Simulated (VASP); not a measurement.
Si2Ni, 3 atoms in the cell. It takes space group Fm-3m (No. 225, cubic). The conventional cell has a = 5.406 Å, b = 5.406 Å, c = 5.406 Å, α = 90.00°, β = 90.00°, γ = 90.00°. Si (site symmetry -43m) has 4 Ni at 2.34 Å and 6 Si at 2.70 Å within 3.1 Å. Ni (site symmetry m-3m) has 8 Si at 2.34 Å within 3.1 Å. 

```yaml
Program: VASP 6.6.1
Task: single point
Functional: PBE
Potentials_or_basis: VASP PAW PBE potentials, release 64 (Si, Ni)
Cutoff: 520 eV
k_mesh: 11 × 11 × 11
Occupations: gaussian, width 0.025 eV
Spin: collinear spin, ferromagnetic start
Starting_moments: "[0.0, 0.0, 1.0] μB"
Dipole_correction: no
Further_INCAR_settings: ALGO = Normal; EDIFF = 1e-07; NBANDS = 20
```

Potentials or basis: VASP PAW PBE potentials, release 64 (Si, Ni).

Launch:

```bash
$ cat potpaw_PBE.64/Si/POTCAR potpaw_PBE.64/Ni/POTCAR > POTCAR
$ mpirun -np 1 vasp_std > vasp.out
```

Hardware: 1 thread of Intel(R) Xeon(R) Platinum 8488C (Sapphire Rapids) (shared host).

Q: How long does it take, and how much memory?

A: Wall time 86 s on 1 thread of Intel(R) Xeon(R) Platinum 8488C (Sapphire Rapids) (shared host), peak memory 0.21 GiB. Counts: scf iterations 16, k points 56.
